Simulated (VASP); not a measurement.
BiP (zincblende type):

```
CELL_PARAMETERS angstrom
0.00000 2.45384 2.45384
2.45384 0.00000 2.45384
2.45384 2.45384 0.00000
ATOMIC_POSITIONS crystal
Bi 0.00000 0.00000 0.00000
P 0.25000 0.25000 0.25000
```

Base run:

```yaml
Program: VASP 6.6.1
Functional: PBE
Potentials_or_basis: VASP PAW PBE potentials, release 64 (Bi_d, P)
Cutoff: 500 eV
k_mesh: 11 × 11 × 11
Occupations: fermi-dirac, width 0.05 eV
Spin: no spin polarisation
```

Its results: band gap on the k mesh zero (band 10 reaches 17.00 eV, above the bottom of band 11 at 14.23 eV); pressure 185.1 GPa.

The run is repeated on the same cell with these changes: functional from PBE to PBEsol. What comes out?

Band gap on the k mesh zero (band 10 reaches 16.86 eV, above the bottom of band 11 at 14.07 eV); pressure 178.4 GPa.

PBEsol binds more tightly than PBE, so the same cell stands under less pressure.

Caveats: spin-orbit coupling is left out, which moves the levels of the heavy elements; the PAW data sets were made with another functional, which shifts forces and pressure a little (some runs).
